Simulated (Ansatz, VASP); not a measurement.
# Two plane-wave programs on Al2O3

```xyz
5
Lattice="2.7761 0.0000 0.0000 -1.3880 2.4042 0.0000 0.0000 0.0000 7.8776" Properties=species:S:1:pos:R:3 pbc="T T T"
Al    0.0000    0.0000    2.1896
Al    0.0000    0.0000    5.6880
O     0.0000    1.6028    1.5712
O     1.3880    0.8014    6.3064
O     0.0000    0.0000    3.9388
```

Change from the starting cell: strain -0.080 along x and y, +0.040 along z, atoms carried along.

Alike in both runs: task single point; functional LDA; k mesh 12 × 12 × 4; occupations gaussian, width 0.05 eV; no spin polarisation.

```csv
,VASP,Ansatz
version,VASP 6.6.1,Ansatz 0.2.0
potentials or method,"VASP PAW LDA potentials, release 64 (Al, O), cutoff 520 eV","scalar-relativistic, plane waves, PAW"
valence electrons in the cell,24,24
```

Ansatz gave:

| Quantity | Value |
| --- | --- |
| gap on the k mesh at the Fermi level (eV) | 1.61 |
| least direct gap on the mesh (eV) | 1.61 |
| pressure (GPa) | 16.0 |
| traceless stress, the component that is largest in VASP (GPa) | -41.11 |
| rms of the force components (eV/Å) | 1.380 |

**Question.** Estimate VASP's values.

**Answer.** gap on the k mesh at the Fermi level (eV): 1.63; least direct gap on the mesh (eV): 1.63; pressure (GPa): 17.4; traceless stress, the component that is largest in VASP (GPa): -41.29; rms of the force components (eV/Å): 1.376.

LDA's correlation is that of Perdew and Zunger in VASP and of Perdew and Wang (1992) in Ansatz. Atom by atom the forces differ by 0.031 eV/Å (rms over components).
